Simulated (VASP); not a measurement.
Runs of VASP 6.6.1 on BAs. The structure is that of space group F-43m (No. 216), or close to it. The cells are those of the table. 

| cell | gap on the mesh (eV) | pressure (GPa) |
| --- | --- | --- |
| a = 3.400 Å, angles 60.0°, 2 atoms | 1.22 | 0.7 |
| a = 3.355 Å, angles 60.0°, 2 atoms | 1.17 | (c) |
| a = 3.444 Å, angles 60.0°, 2 atoms | 1.26 | -4.1 |
| a = 3.309 Å, angles 60.0°, 2 atoms | (b) | (a) |
| a = 3.378 Å, angles 60.0°, 2 atoms | 1.20 | 3.4 |

Alike in all rows: task single point; level PBE; potentials or basis VASP PAW PBE potentials, release 64 (B, As); no spin polarisation; k mesh 7 × 7 × 7; cutoff (eV) 520; smearing gaussian 0.01 eV.

Q: Estimate the missing entries.

A: (a) 13.7; (b) 1.13; (c) 6.5.

A k mesh can miss the band edges, and the runs leave out spin-orbit coupling on As.
